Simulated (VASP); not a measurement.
Here is a VASP 6.6.1 calculation.

File INCAR:

```
ALGO = Normal
EDIFF = 1E-7
EDIFFG = -0.01
ENCUT = 600
GGA = PE
IBRION = 2
ISIF = 3
ISMEAR = 0
LASPH = True
LCHARG = False
LREAL = False
LWAVE = False
NELM = 100
NSW = 100
PREC = Accurate
SIGMA = 0.1
```

File KPOINTS:

```
k-points
0
Gamma
  18 18 12
```

Contents of POSCAR:

```
I
1.0
    3.2379526851      0.0000000000      0.0000000000
    0.0000000000      3.2379526851      0.0000000000
    0.0000000000      0.0000000000      5.1311765224
I
1
Direct
    0.5000000000      0.5000000000      0.0000000000
```

Potentials or basis: VASP PAW PBE potentials, release 64 (I).

Command:

```bash
$ cat potpaw_PBE.64/I/POTCAR > POTCAR
$ mpirun -np 1 vasp_std > vasp.out
```

Predict the relaxed volume.

53.75 Å³/atom.

What does it give for the relaxed cell?

a = 3.236 Å, b = 3.236 Å, c = 5.132 Å, α = 90.00°, β = 90.00°, γ = 90.00°.

Final structure:
```yaml
crystal:
  lattice:
    - [3.23628, 0.00000, 0.00000]
    - [0.00000, 3.23628, 0.00000]
    - [0.00000, 0.00000, 5.13236]
  atoms:
    - { symbol: I, position: [0.50000, 0.50000, 0.00000] }
```

Caveat: an odd number of electrons without spin polarisation forces a metal; a magnetic or distorted state may lie lower.
